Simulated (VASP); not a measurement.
A run of VASP 6.6.1 is set up as follows.

Contents of INCAR:

```
SYSTEM = SiNi2
PREC = Accurate
ENCUT = 520
EDIFF = 1E-6
ISMEAR = 0
SIGMA = 0.1
LREAL = .FALSE.
LASPH = .TRUE.
NELM = 60
ALGO = Fast
ISIF = 2
LWAVE = .FALSE.
LCHARG = .TRUE.
GGA = PE
LELF = .TRUE.
LVHAR = .TRUE.
NBANDS = 19
```

KPOINTS

```
regular mesh
0
G
  6 6 6
  0 0 0
```

POSCAR

```
SiNi2
1.0
    3.9695320960      0.0000000000      0.0000000000
   -1.9847660480      3.4377156363      0.0000000000
    0.0000000000      0.0000000000      2.4875827558
Si Ni
1 2
Direct
    0.0000000000      0.0000000000      0.0000000000
    0.3333333333      0.6666666667      0.5000000000
    0.6666666667      0.3333333333      0.5000000000
```

Potentials or basis: VASP PAW PBE potentials, release 64 (Si, Ni).

Command:

```sh
$ cat potpaw_PBE.64/Si/POTCAR potpaw_PBE.64/Ni/POTCAR > POTCAR
$ mpirun -np 1 vasp_std > vasp.out
```

(1) What does it give for the pressure?

(2) Estimate the band gap on the k mesh.

Answers

(1) -0.1 GPa.

(2) zero (band 12 reaches 12.04 eV, above the bottom of band 13 at 10.24 eV).

Caveat: the k points lie up to 0.42 Å⁻¹ apart.
